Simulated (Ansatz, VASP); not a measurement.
# Al6Ru: VASP beside Ansatz

```xyz
14
Lattice="3.7015 -3.2397 0.0000 3.7015 3.2397 0.0000 0.0000 0.0000 8.8783" Properties=species:S:1:pos:R:3 pbc="T T T"
Al    2.3677    0.0000    0.0000
Al    5.0354    0.0000    4.4391
Al    5.0354    0.0000    0.0000
Al    2.3677    0.0000    4.4391
Al    3.7015   -2.3223    0.8772
Al    3.7015    2.3223    5.3163
Al    3.7015   -2.3223    3.5619
Al    3.7015    2.3223    8.0011
Al    2.3685    1.9311    2.2196
Al    5.0346   -1.9311    6.6587
Al    5.0346    1.9311    2.2196
Al    2.3685   -1.9311    6.6587
Ru    3.7015   -0.2374    2.2196
Ru    3.7015    0.2374    6.6587
```

Alike in both runs: functional LDA; k mesh 8 × 8 × 4; occupations fermi-dirac, width 0.15 eV; no spin polarisation.

Ansatz relaxed the structure, and its values are those at the end. VASP's run is a single point on that final structure, the one shown.

|  | VASP | Ansatz |
| --- | --- | --- |
| version | VASP 6.6.1 | Ansatz 0.2.0 |
| potentials or method | VASP PAW LDA potentials, release 64 (Al, Ru_pv), cutoff 520 eV | scalar-relativistic, plane waves, PAW |
| valence electrons in the cell | 64 | 68 |

|  | VASP | Ansatz | Ansatz less VASP |
| --- | --- | --- | --- |
| gap on the k mesh at the Fermi level (eV) | none | none | - |
| pressure (GPa) | 0.3 | 0.0 | -0.26 |
| rms of the force components (eV/Å) | 0.007 | 0.000 | -0.0071 |

LDA's correlation is that of Perdew and Zunger in VASP and of Perdew and Wang (1992) in Ansatz. A gap of «none» marks a metal or a gap that the smearing closes. VASP's potentials hold 64 valence electrons a cell and Ansatz's 68, so a difference there can come from the potentials and not from the codes.
